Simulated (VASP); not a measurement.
# PbS (C2/m) in VASP: further runs

The runs below take PbS through single point, with PBE+D3(BJ).

Program: VASP 6.6.1. These are calculated values, not measurements. Logs are shortened: lines on timing, memory, paths and dates and some standing lists are left out, and cuts for length are marked.

### Step 1. The cell of the first run

It takes space group C2/m (No. 12, monoclinic). Conventional cell: a = 5.934 Å, b = 5.934 Å, c = 12.123 Å, α = 90.00°, β = 101.77°, γ = 90.00°. Pb (site symmetry m) has 6 S at 2.97 to 3.86 Å and 1 Pb at 3.01 Å within 3.9 Å. Pb (site symmetry m) has 6 S at 2.97 Å within 3.9 Å. S (site symmetry m) has 6 Pb at 2.97 to 3.86 Å and 1 S at 3.01 Å within 3.9 Å. S (site symmetry m) has 6 Pb at 2.97 Å within 3.9 Å.

### Step 2. Single point, PBE+D3(BJ)

INCAR

```
PREC     = Accurate       # precision mode
ENCUT    = 520            # plane-wave cutoff, eV
EDIFF    = 1E-6           # SCF threshold, eV
ISMEAR   = 0              # smearing method
SIGMA    = 0.03           # smearing width, eV
LREAL    = F              # projectors in reciprocal space
LASPH    = T              # aspherical terms in the spheres
NELM     = 100            # most SCF steps
ALGO     = Normal         # electronic algorithm
ISIF     = 2              # what is computed and relaxed
LWAVE    = F              # write WAVECAR
LCHARG   = F              # write CHGCAR
GGA      = PE             # functional
IVDW     = 12             # dispersion correction
NBANDS   = 50             # bands
```

KPOINTS

```
Automatic mesh
0
Gamma
  8 8 3
```

POSCAR

```
PbS
1.0
   -2.9671314639     -2.9671314639      0.0000000000
    2.9671314639     -2.9671314639      0.0000000000
   -2.4728073620      0.0000000000     11.8685258554
Pb S
4 4
Direct
    0.4479125000      0.5520875000      0.1250000000
   -0.1562625000      0.1562625000      0.3750000000
    0.2395625000      0.7604375000      0.6250000000
   -0.3646125000      0.3646125000      0.8750000000
   -0.0520875000      0.0520875000      0.1250000000
    0.3437375000      0.6562625000      0.3750000000
   -0.2604375000      0.2604375000      0.6250000000
    0.1353875000      0.8646125000      0.8750000000
```

Potentials or basis: VASP PAW PBE potentials, release 64 (Pb_d, S).

Started as:

```sh
$ cat potpaw_PBE.64/Pb_d/POTCAR potpaw_PBE.64/S/POTCAR > POTCAR
$ mpirun -np 1 vasp_std > vasp.out
```

OUTCAR:

```text
PREC = Accurate
   ENCUT = 520
   EDIFF = 1E-6
   ISMEAR = 0
   LREAL = F
   LASPH = T
   NELM = 100
   ISIF = 2
   GGA = PE
   IVDW = 12
 IVDW          = 12

 ion  position               nearest neighbor table
   1  0.448  0.552  0.125-   6 2.97   5 2.97   5 2.97   5 2.97   5 2.97   4 3.01
   2  0.844  0.156  0.375-   5 2.97   7 2.97   6 2.97   6 2.97   6 2.97   6 2.97
   3  0.240  0.760  0.625-   6 2.97   8 2.97   7 2.97   7 2.97   7 2.97   7 2.97
   4  0.635  0.365  0.875-   7 2.97   8 2.97   8 2.97   8 2.97   8 2.97   1 3.01
   5  0.948  0.052  0.125-   2 2.97   1 2.97   1 2.97   1 2.97   1 2.97
   6  0.344  0.656  0.375-   1 2.97   3 2.97   2 2.97   2 2.97   2 2.97   2 2.97
   7  0.740  0.260  0.625-   2 2.97   4 2.97   3 2.97   3 2.97   3 2.97   3 2.97
   8  0.135  0.865  0.875-   3 2.97   4 2.97   4 2.97   4 2.97   4 2.97

  LATTYP: Found a base centered monoclinic cell.
 ALAT       =     5.9342629278
 B/A-ratio  =     1.0000000000
 C/A-ratio  =     2.0429485774
 COS(beta)  =    -0.2039698917

  Lattice vectors:

 A1 = (   2.9671314639,  -2.9671314639,   0.0000000000)
 A2 = (   2.9671314639,   2.9671314639,   0.0000000000)
 A3 = (  -2.4728073620,   0.0000000000,  11.8685258554)

Analysis of symmetry for initial positions (statically):
=====================================================================
 Subroutine PRICEL returns:
 Original cell was already a primitive cell.

 Routine SETGRP: Setting up the symmetry group for a
 base centered monoclinic supercell.

 Subroutine GETGRP returns: Found  4 space group operations
 (whereof  2 operations were pure point group operations)
 out of a pool of  4 trial point group operations.

The static configuration has the point symmetry C_1h.
 The point group associated with its full space group is C_2h.

Analysis of symmetry for dynamics (positions and initial velocities):
=====================================================================
 Subroutine PRICEL returns:
 Original cell was already a primitive cell.

 Routine SETGRP: Setting up the symmetry group for a
 base centered monoclinic supercell.

 Subroutine GETGRP returns: Found  4 space group operations
 (whereof  2 operations were pure point group operations)
 out of a pool of  4 trial point group operations.

The dynamic configuration has the point symmetry C_1h.
 The point group associated with its full space group is C_2h.

 Subroutine INISYM returns: Found  4 space group operations
 (whereof  2 operations are pure point group operations),
 and found     1 'primitive' translations

[... 113 lines left out ...]
   ISYM   =      2    0-nonsym 1-usesym 2-fastsym
   POTIM  = 0.5000    time-step for ionic-motion
   TEBEG  =    0.0;   TEEND  =   0.0 temperature during run
   PSTRESS=    0.0 pullay stress
   NELECT =      80.0000    total number of electrons
   NUPDOWN=      -1.0000    fix difference up-down
   EMIN   =  10.00;   EMAX   =-10.00  energy-range for DOS
   EFERMI =   0.00;   METHOD = LEGACY
   ISMEAR =     0;   SIGMA  =   0.03  broadening in eV -4-tet -1-fermi 0-gaus
   EFERMI_NEDOS =   21; number of points for ismear=-14 and -15
   IALGO  =     38    algorithm
   IMIX   =      4    mixing-type and parameters
     AMIX     =   0.40;   BMIX     =  1.00
     AMIX_MAG =   1.60;   BMIX_MAG =  1.00
  volume/ion in A,a.u.               =      26.12       176.28
  Fermi-wavevector in a.u.,A,eV,Ry     =   1.188698  2.246313 19.225058  1.413002
  Thomas-Fermi vector in A             =   2.324821
   LORBIT       =      0    0 simple, 1 ext, 2 COOP (PROOUT), +10 PAW based schemes
   GGA     = PE    functional components
   LHFCALC =     F    Hartree Fock is set to
   AEXX    =    0.0000 exact exchange contribution
   IVDW    =    12    specifies the selected vdW correction
   LEPSILON=     F    determine dielectric tensor
   LRPA    =     F    only Hartree local field effects (RPA)
 non-spin polarized calculation
 Gauss-broadening in eV      SIGMA  =   0.03
  energy-cutoff  :      520.00
  volume of cell :      208.98
 maximum number of plane-waves:      5653
   NGX = 15   NGY = 15   NGZ = 45

 number of electron      79.9999998 magnetization

 Free energy of the ion-electron system (eV)
  ---------------------------------------------------
  ext. energy  EPLUGINS =         0.00000000
  ---------------------------------------------------
  free energy    TOTEN  =       -33.89513462 eV

  energy without entropy =      -33.89513462  energy(sigma->0) =      -33.89513462

 E-fermi :   5.8555     XC(G=0):  -9.6904

 val. band max:        5.7238332026   @ k =   0.5000   0.0000   0.3333
 cond. band min:       6.1187371112   @ k =   0.5000   0.0000   0.0000
 fundamental gap:      0.3949039086
 Fermi energy:         5.8554629482

 k-point     1 :       0.0000    0.0000    0.0000
  band No.  band energies     occupation
      1     -11.6231      2.00000
      2     -11.3802      2.00000
      3     -11.3730      2.00000
      4     -11.2780      2.00000
      5     -11.2542      2.00000
      6     -11.2343      2.00000
[... 1261 lines left out ...]
     49       9.4036      0.00000
     50       9.9615      0.00000

 [... further k-points ...]

------------------------ aborting loop because EDIFF is reached ----------------------------------------

 Edisp (eV)   -2.78856

 E8    (eV) :    -1.2591

  FORCE on cell =-STRESS in cart. coord.  units (eV):
  Direction    XX          YY          ZZ          XY          YZ          ZX
  --------------------------------------------------------------------------------------
  -------------------------------------------------------------------------------------
  Total      -1.66517    -1.83389     1.58496     0.00000     0.00000     1.85513
  in kB     -12.76644   -14.05992    12.15148     0.00000     0.00000    14.22278
  external pressure =       -4.89 kB  Pullay stress =        0.00 kB

 VOLUME and BASIS-vectors are now :
 -----------------------------------------------------------------------------
  energy-cutoff  :      520.00
  volume of cell :      208.98
      direct lattice vectors                 reciprocal lattice vectors
    -2.967131464 -2.967131464  0.000000000    -0.168512924 -0.168512924 -0.035109668
     2.967131464 -2.967131464  0.000000000     0.168512924 -0.168512924  0.035109668
    -2.472807362  0.000000000 11.868525855     0.000000000  0.000000000  0.084256462

 POSITION                                       TOTAL-FORCE (eV/Angst)
 -----------------------------------------------------------------------------------
      0.00000     -2.96713      1.48357         0.214019      0.000000      1.488210
     -2.96713     -2.96713      4.45070         0.010094      0.000000     -0.487027
      0.00000     -2.96713      7.41783        -0.010094      0.000000      0.487027
     -2.96713     -2.96713     10.38496        -0.214019      0.000000     -1.488210
     -2.96713     -2.96713      1.48357         0.249333      0.000000      1.039438
      0.00000     -2.96713      4.45070         0.019981      0.000000     -0.515320
     -2.96713     -2.96713      7.41783        -0.019981      0.000000      0.515320
      0.00000     -2.96713     10.38496        -0.249333      0.000000     -1.039438
 -----------------------------------------------------------------------------------
    total drift:                               -0.000001     -0.000000      0.000014

  FREE ENERGIE OF THE ION-ELECTRON SYSTEM (eV)
  ---------------------------------------------------
  free  energy   TOTEN  =       -36.6836947364 eV

  energy  without entropy=      -36.6836947364  energy(sigma->0) =      -36.68369474
```

OSZICAR:

```text
N       E                     dE             d eps       ncg     rms          rms(c)
DAV:   1     0.947071357097E+03    0.94707E+03   -0.36439E+04  5700   0.173E+03
DAV:   2     0.101940519005E+03   -0.84513E+03   -0.81860E+03  5740   0.474E+02
DAV:   3    -0.264271030978E+02   -0.12837E+03   -0.12129E+03  7342   0.207E+02
DAV:   4    -0.356138762350E+02   -0.91868E+01   -0.90185E+01  7150   0.533E+01
DAV:   5    -0.359708962118E+02   -0.35702E+00   -0.35581E+00  7432   0.104E+01    0.971E+00
DAV:   6    -0.338311266448E+02    0.21398E+01   -0.43599E+00  8666   0.123E+01    0.635E+00
DAV:   7    -0.338899058463E+02   -0.58779E-01   -0.10960E+00  7472   0.394E+00    0.357E+00
DAV:   8    -0.339030313770E+02   -0.13126E-01   -0.13492E-01  8014   0.286E+00    0.598E-01
DAV:   9    -0.338939862753E+02    0.90451E-02   -0.27896E-02  8070   0.117E+00    0.206E-01
DAV:  10    -0.338947722751E+02   -0.78600E-03   -0.35190E-03  7120   0.230E-01    0.114E-01
DAV:  11    -0.338950557363E+02   -0.28346E-03   -0.35096E-04  8958   0.929E-02    0.484E-02
DAV:  12    -0.338951322093E+02   -0.76473E-04   -0.10724E-04  6568   0.471E-02    0.194E-02
DAV:  13    -0.338951346385E+02   -0.24292E-05   -0.96323E-06  7702   0.243E-02    0.110E-02
DAV:  14    -0.338951346210E+02    0.17500E-07   -0.27688E-06  5340   0.108E-02
   1 F= -.36683695E+02 E0= -.36683695E+02  d E =-.153626E-11
```

Run time: 3.7 min. Hardware: 1 thread of Intel Xeon 6975P-C (Granite Rapids), shared host; peak memory 0.58 GiB.

What came out:

```
Free energy                : -36.6837 eV
Pressure                   : -0.5 GPa
Largest force              : 1.504 eV/Å
Band gap on the k mesh     : 0.39 eV (least direct gap 0.40 eV)
Dispersion energy per atom : -0.349 eV
```

Forces in eV/Å, atoms in the order of the input:
```
Pb   0.214  0.000  1.488
Pb   0.010  0.000 -0.487
Pb  -0.010  0.000  0.487
Pb  -0.214  0.000 -1.488
S    0.249  0.000  1.039
S    0.020  0.000 -0.515
S   -0.020  0.000  0.515
S   -0.249  0.000 -1.039
```

Levels at points of the mesh, in eV from the valence-band top:
```
           k point  band 38  band 39  band 40  band 41  band 42  band 43
(0.00, 0.00, 0.00)    -1.87    -1.73    -1.12     0.84     3.93     4.13
(0.50, 0.00, 0.00)    -0.54    -0.38    -0.10     0.39     0.64     1.15
(0.50, 0.50, 0.00)    -2.41    -2.14    -0.42     1.20     3.59     3.96
```

Caveat: spin-orbit coupling is left out, which moves the levels of the heavy elements; an odd mesh through Γ misses points on the zone boundary, where band edges can lie; forces of over 1 eV/Å act on the atoms, so gaps and moduli don't describe the material at rest.

### Step 3. Single point, PBE+D3(BJ)

INCAR

```
PREC = Accurate ; ENCUT = 520
EDIFF = 1E-6 ; ISMEAR = 0
SIGMA = 0.03 ; LREAL = F
LASPH = T ; NELM = 100
ALGO = Normal ; ISIF = 2
LWAVE = F ; LCHARG = F
GGA = PE ; IVDW = 12
NBANDS = 50
```

KPOINTS is that of step 2.

POSCAR

```
PbS
1.0
   -2.9671314639     -2.9671314639      0.0000000000
    2.9671314639     -2.9671314639      0.0000000000
   -0.9892416301      0.0000000000     11.8685258554
Pb S
4 4
Direct
    0.4791625000      0.5208375000      0.1250000000
   -0.0625125000      0.0625125000      0.3750000000
    0.3958125000      0.6041875000      0.6250000000
   -0.1458625000      0.1458625000      0.8750000000
   -0.0208375000      0.0208375000      0.1250000000
    0.4374875000      0.5625125000      0.3750000000
   -0.1041875000      0.1041875000      0.6250000000
    0.3541375000      0.6458625000      0.8750000000
```

Potentials or basis: VASP PAW PBE potentials, release 64 (Pb_d, S).

Started as:

```sh
$ cat potpaw_PBE.64/Pb_d/POTCAR potpaw_PBE.64/S/POTCAR > POTCAR
$ mpirun -np 1 vasp_std > vasp.out
```

Wall time 8.7 min (1 thread of Intel Xeon Platinum 8259CL at 2.50GHz (Skylake/Cascade Lake), shared host); peak memory 0.58 GiB.

It converged, with:

* Free energy: -37.5596 eV
* Pressure: -0.5 GPa
* Largest force: 0.333 eV/Å
* Band gap on the k mesh: 0.52 eV
* Dispersion energy per atom: -0.347 eV

Forces in eV/Å, atoms in the order of the input:
```
Pb   0.279  0.000  0.181
Pb   0.014  0.000 -0.183
Pb  -0.014  0.000  0.183
Pb  -0.279  0.000 -0.181
S    0.105  0.000  0.231
S    0.025  0.000 -0.199
S   -0.025  0.000  0.199
S   -0.105  0.000 -0.231
```

Stress tensor (GPa, compression positive):
```
-0.19  0.00  1.24
 0.00 -0.55  0.00
 1.24  0.00 -0.86
```

Levels at points of the mesh, in eV from the valence-band top:
```csv
k point,band 36,band 37,band 38,band 39,band 40,band 41,band 42,band 43,band 44,band 45
"(0.00, 0.00, 0.00)",-2.14,-2.03,-1.62,-1.53,-1.49,2.11,2.93,4.11,4.67,4.73
"(0.50, 0.00, 0.00)",-1.30,-0.59,-0.43,-0.08,0.00,0.52,0.67,1.47,1.50,1.95
"(0.50, 0.50, 0.00)",-3.22,-3.16,-2.74,-1.07,-0.74,1.99,2.55,4.08,4.11,4.50
```

Caveat: spin-orbit coupling is left out, which moves the levels of the heavy elements; an odd mesh through Γ misses points on the zone boundary, where band edges can lie.

### Step 4. Single point, PBE+D3(BJ)

INCAR

```
SYSTEM = PbS
PREC = Accurate ; ENCUT = 520
EDIFF = 1E-6 ; ISMEAR = 0
SIGMA = 0.03 ; LREAL = .False.
LASPH = .True. ; NELM = 80
ALGO = Normal ; ISIF = 2
LWAVE = .False. ; LCHARG = .False.
GGA = PE ; IVDW = 12
NBANDS = 50
```

KPOINTS

```
Automatic mesh
0
Gamma
  8 8 3
  0 0 0
```

POSCAR

```
PbS
1.0
   -2.9671314639     -2.9671314639      0.0000000000
    2.9671314639     -2.9671314639      0.0000000000
   -1.4835657320      0.0000000000     11.8685258554
Pb S
4 4
Direct
    0.4687500000      0.5312500000      0.1250000000
   -0.0937500000      0.0937500000      0.3750000000
    0.3437500000      0.6562500000      0.6250000000
   -0.2187500000      0.2187500000      0.8750000000
   -0.0312500000      0.0312500000      0.1250000000
    0.4062500000      0.5937500000      0.3750000000
   -0.1562500000      0.1562500000      0.6250000000
    0.2812500000      0.7187500000      0.8750000000
```

Started as:

```sh
$ cat potpaw_PBE.64/Pb_d/POTCAR potpaw_PBE.64/S/POTCAR > POTCAR
$ mpirun -np 1 vasp_std > vasp.out
```

Run time: 14 min. Hardware: 1 thread of Intel Xeon 8259CL, shared host; peak memory 0.58 GiB.

The run converged. Its results:

- Free energy: -37.3085 eV
- Pressure: -0.8 GPa
- Largest force: 0.566 eV/Å
- Band gap on the k mesh: 0.65 eV
- Dispersion energy per atom: -0.348 eV

Forces in eV/Å, atoms in the order of the input:
```
Pb   0.362  0.000  0.436
Pb   0.019  0.000 -0.326
Pb  -0.019  0.000  0.326
Pb  -0.362  0.000 -0.436
S    0.158  0.000  0.485
S    0.027  0.000 -0.357
S   -0.027  0.000  0.357
S   -0.158  0.000 -0.485
```

Stress tensor (GPa, compression positive):
```
-0.46  0.00  1.65
 0.00 -0.93  0.00
 1.65  0.00 -1.01
```

Levels at points of the mesh, in eV from the valence-band top:
| k point | band 37 | band 38 | band 39 | band 40 | band 41 | band 42 | band 43 | band 44 |
| --- | --- | --- | --- | --- | --- | --- | --- | --- |
| (0.00, 0.00, 0.00) | -2.03 | -1.56 | -1.48 | -1.21 | 1.72 | 3.35 | 4.23 | 4.65 |
| (0.50, 0.00, 0.00) | -0.42 | -0.37 | -0.24 | 0.00 | 0.65 | 0.73 | 1.46 | 1.55 |
| (0.50, 0.50, 0.00) | -3.07 | -2.46 | -1.28 | -0.54 | 1.76 | 2.87 | 4.15 | 4.21 |

Caveat: spin-orbit coupling is left out, which moves the levels of the heavy elements; an odd mesh through Γ misses points on the zone boundary, where band edges can lie.

(Continued in part 2 of 2.)
